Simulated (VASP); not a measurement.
Here is a VASP 6.6.1 calculation.

File INCAR:

```
SYSTEM = LiCaF3
  PREC = Accurate
  ENCUT = 520
  EDIFF = 1E-6
  ISMEAR = -1
  SIGMA = 0.05
  LREAL = .FALSE.
  LASPH = .TRUE.
  NELM = 100
  ALGO = Normal
  ISIF = 2
  LWAVE = .FALSE.
  LCHARG = .FALSE.
  GGA = PE
  NBANDS = 25
```

Contents of KPOINTS:

```
Automatic mesh
0
G
  6 6 6
  0 0 0
```

POSCAR

```
LiCaF3
1.0
    3.8364688800      0.0000000000      0.0000000000
    0.0000000000      3.8364688800      0.0000000000
    0.0000000000      0.0000000000      3.7612440000
Ca F Li
1 3 1
Direct
    0.0000000000      0.0000000000      0.0000000000
    0.5000000000      0.0000000000      0.5000000000
    0.5000000000      0.5000000000      0.0000000000
    0.0000000000      0.5000000000      0.5000000000
    0.5000000000      0.5000000000      0.5000000000
```

Potentials or basis: VASP PAW PBE potentials, release 64 (Ca_sv, F, Li_sv).

Command:

```bash
$ cat potpaw_PBE.64/Ca_sv/POTCAR potpaw_PBE.64/F/POTCAR potpaw_PBE.64/Li_sv/POTCAR > POTCAR
$ mpirun -np 1 vasp_std > vasp.out
```

Task: Estimate the band gap on the k mesh.

Result: 6.25 eV (least direct gap 6.40 eV).

 A k mesh can miss the band edges.
